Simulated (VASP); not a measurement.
A run of VASP 6.6.1:

Contents of INCAR:

```
  PREC = Accurate
  ENCUT = 600
  EDIFF = 1E-6
  ISMEAR = -1
  SIGMA = 0.05
  LREAL = False
  LASPH = True
  NELM = 100
  ALGO = Normal
  ISIF = 3
  LWAVE = False
  LCHARG = False
  GGA = PS
  IBRION = 2
  NSW = 100
  EDIFFG = -0.002
```

The input KPOINTS:

```
Automatic mesh
0
Gamma
  12 12 8
```

File POSCAR:

```
Ag
1.0
    2.9300000000      0.0000000000      0.0000000000
   -1.4650000000      2.5374544331      0.0000000000
    0.0000000000      0.0000000000      4.7900000000
Ag
2
Direct
    0.3333333333      0.6666666667      0.2500000000
    0.6666666667      0.3333333333      0.7500000000
```

Potentials or basis: VASP PAW PBE potentials, release 64 (Ag).

Launch:

```sh
$ cat potpaw_PBE.64/Ag/POTCAR > POTCAR
$ mpirun -np 1 vasp_std > vasp.out
```

Hardware: 1 thread of AMD EPYC 7R13 (shared host).

Question: Estimate the wall time of this run.

Answer: It took 7 min on 1 thread of AMD EPYC 7R13 (shared host), peak memory 0.18 GiB. Counts: scf iterations 52, k points 95, ion steps 11.
